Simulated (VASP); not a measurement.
A run of VASP 6.6.1:

The input INCAR:

```
SYSTEM = Na4TiO3
PREC = Accurate
ENCUT = 1130
EDIFF = 1E-6
ISMEAR = 0
SIGMA = 0.15
LREAL = .FALSE.
LASPH = .TRUE.
NELM = 200
ALGO = Normal
ISIF = 2
LWAVE = .FALSE.
LCHARG = .FALSE.
ISPIN = 2
MAGMOM = 0 0 0 0 1 0 0 0
LORBIT = 11
LMAXMIX = 4
GGA = PE
NBANDS = 47
GGA_COMPAT = .FALSE.
```

KPOINTS

```
Automatic mesh
0
G
  3 3 2
  0 0 0
```

Contents of POSCAR:

```
Na4TiO3
1.0
    4.1220342203      0.0000000000      0.0000000000
    0.0000000000      4.1220342203      0.0000000000
    0.0000000000      0.0000000000      7.4833803622
Na Ti O
4 1 3
Direct
    0.0000000000      0.5000000000      0.5000000000
    0.5000000000      0.0000000000      0.5000000000
    0.5000000000      0.5000000000      0.1856771459
    0.5000000000      0.5000000000      0.8143228541
    0.0000000000      0.0000000000      0.0000000000
    0.0000000000      0.5000000000      0.0000000000
    0.5000000000      0.0000000000      0.0000000000
    0.5000000000      0.5000000000      0.5000000000
```

Potentials or basis: VASP PAW PBE potentials, release 64 (Na_sv, Ti_sv, O).

The run is started by

```console
$ cat potpaw_PBE.64/Na_sv/POTCAR potpaw_PBE.64/Ti_sv/POTCAR potpaw_PBE.64/O/POTCAR > POTCAR
$ mpirun -np 1 vasp_std > vasp.out
```

Hardware: 1 thread of Intel(R) Xeon(R) Platinum 8488C (Sapphire Rapids), with other jobs on the host.

Task: How long does it take, and how much memory?

Result: Wall time 4.9 min on 1 thread of Intel(R) Xeon(R) Platinum 8488C (Sapphire Rapids), on a shared host, peak memory 0.7 GiB. Counts: scf iterations 22, k points 6.
